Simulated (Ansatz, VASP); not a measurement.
## Two plane-wave programs on LiH

Contents of POSCAR:

```
LiH
1.0
    0.0000000000      2.0023272762      2.0123389126
    2.0023272762      0.0000000000      2.0123389126
    2.0023272762      2.0023272762      0.0000000000
Li H
1 1
Direct
    0.0000000000      0.0000000000      0.0000000000
    0.5000000000      0.5000000000      0.5000000000
```

INCAR.step1

```
PREC     = Accurate       # precision mode
ENCUT    = 830            # plane-wave cutoff, eV
ISMEAR   = 0              # smearing method
SIGMA    = 0.01           # smearing width, eV
LREAL    = F              # projectors in reciprocal space
LASPH    = T              # aspherical terms in the spheres
NELM     = 120            # most SCF steps
NBANDS   = 9              # bands
GGA      = PE             # functional
ALGO     = Normal         # electronic algorithm
EDIFF    = 1E-5           # SCF threshold, eV
LWAVE    = T              # write WAVECAR
LCHARG   = F              # write CHGCAR
GGA_COMPAT= F
```

INCAR.step2

```
PREC     = Accurate       # precision mode
ENCUT    = 830            # plane-wave cutoff, eV
EDIFF    = 1E-6           # SCF threshold, eV
ISMEAR   = 0              # smearing method
SIGMA    = 0.01           # smearing width, eV
LREAL    = F              # projectors in reciprocal space
LASPH    = T              # aspherical terms in the spheres
NELM     = 120            # most SCF steps
ALGO     = Normal         # electronic algorithm
ISIF     = 2              # what is computed and relaxed
LWAVE    = F              # write WAVECAR
LCHARG   = F              # write CHGCAR
METAGGA  = R2SCAN         # meta-GGA
LMIXTAU  = T            
NBANDS   = 9              # bands
ISTART   = 1            
GGA_COMPAT= F
```

Contents of KPOINTS:

```
regular mesh
0
Gamma
  10 10 10
```

Input for Ansatz:

```yaml
crystal:
  lattice:
    - [0.0, 2.00232727617, 2.01233891255]
    - [2.00232727617, 0.0, 2.01233891255]
    - [2.00232727617, 2.00232727617, 0.0]
  atoms:
    - { symbol: Li, position: [0.0, 0.0, 0.0] }
    - { symbol: H, position: [0.5, 0.5, 0.5] }
kpoints:
  mp_grid: { grid: [10, 10, 10] }
scf:
  occupations: { method: fixed }
  convergence: { dr2_threshold: 1.0e-10 }
hamiltonian:
  xc: r2scan
  pseudopotentials: { kind: paw }
output:
  forces: true
  stress: true
  eigenstates:
    kpoints:
      - [0.0, 0.0, 0.0]
      - [0.0, -0.5, -0.5]
      - [-0.5, 0.0, -0.5]
      - [-0.5, -0.5, 0.0]
      - [-0.5, 0.0, 0.0]
      - [0.0, -0.5, 0.0]
      - [0.0, 0.0, -0.5]
      - [-0.5, -0.5, -0.5]
  eigenvalues: true
```

Change from the starting cell: z stretched by +0.5 %, x and y held, PAW files.

Alike in both runs: task single point; functional r2SCAN; k mesh 10 × 10 × 10; no spin polarisation.

|  | VASP | Ansatz |
| --- | --- | --- |
| version | VASP 6.6.1 | Ansatz 0.2.0 |
| potentials or method | VASP PAW PBE potentials, release 64 (Li_sv, H) | PAW with Ansatz's default frozen-core files, scalar-relativistic |
| plane-wave cutoff (eV) | 830 | 500 |
| occupations | gaussian, width 0.01 eV | fixed |
| valence electrons in the cell | 4 | 4 |

|  | VASP | Ansatz | Ansatz less VASP |
| --- | --- | --- | --- |
| gap on the k mesh at the Fermi level (eV) | 3.52 | 3.57 | +0.054 |
| pressure (GPa) | -0.2 | -0.2 | 0.00 |
| traceless stress, the component that is largest in VASP (GPa) | -0.18 | -0.23 | -0.050 |

VASP's potentials were made for PBE, not for r2SCAN.
